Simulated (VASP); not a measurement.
The system is ScPt3S.

```xyz
5
Lattice="4.2542 0.0000 0.0000 -2.1271 3.6843 0.0000 0.0000 0.0000 5.2520" Properties=species:S:1:pos:R:3 pbc="T T T"
Sc    0.0000    2.4562    2.6260
Pt    0.0000    0.0000    3.9666
Pt    0.0000    0.0000    1.2854
Pt    2.1271    1.2281    2.6260
S     2.1271    1.2281    0.0000
```

- Program: VASP 6.6.1
- Task: relaxation of cell and atoms
- Functional: PBE
- Potentials or basis: VASP PAW PBE potentials, release 64 (Sc_sv, Pt, S)
- Cutoff: 600 eV
- k mesh: 6 × 6 × 4
- Occupations: gaussian, width 0.1 eV
- Spin: no spin polarisation

At the start: pressure 21.1 GPa; volume 16.46 Å³/atom.

Question: Where does the relaxation end?

Answer: Over 9 steps the energy falls by 139.1 meV/atom and the volume is 18.64 Å³/atom (+13.2 %); space group P-6m2 (No. 187, to 0.05 Å).

Step by step:
| step | energy change (eV) | largest force (eV/Å) | pressure (GPa) | volume (Å³) |
| --- | --- | --- | --- | --- |
| 1 | 0.0000 | 0.0416 | 21.10 | 82.32 |
| 2 | 0.3675 | 0.8739 | -15.38 | 110.91 |
| 3 | -0.6418 | 0.5441 | -1.04 | 93.48 |
| 4 | -0.6428 | 0.5302 | -0.51 | 93.09 |
| 5 | -0.6427 | 0.5222 | -0.19 | 92.87 |
| 6 | -0.6908 | 0.1404 | 0.19 | 92.92 |
| 7 | -0.6948 | 0.0482 | 0.40 | 92.92 |
| 8 | -0.6948 | 0.0171 | -0.44 | 93.52 |
| 9 | -0.6953 | 0.0157 | -0.02 | 93.21 |

Final structure:
```cif
data_structure
_symmetry_space_group_name_H-M 'P 1'
_symmetry_Int_Tables_number 1
_cell_length_a 4.5077
_cell_length_b 4.5077
_cell_length_c 5.2972
_cell_angle_alpha 90.000
_cell_angle_beta 90.000
_cell_angle_gamma 120.000
_cell_volume 93.21
loop_
_atom_site_label
_atom_site_type_symbol
_atom_site_fract_x
_atom_site_fract_y
_atom_site_fract_z
_atom_site_occupancy
Sc1 Sc 0.33333 0.66667 0.50000 1
Pt1 Pt 0.00000 0.00000 0.74995 1
Pt2 Pt 0.00000 0.00000 0.25005 1
Pt3 Pt 0.66667 0.33333 0.50000 1
S1 S 0.66667 0.33333 0.00000 1
```
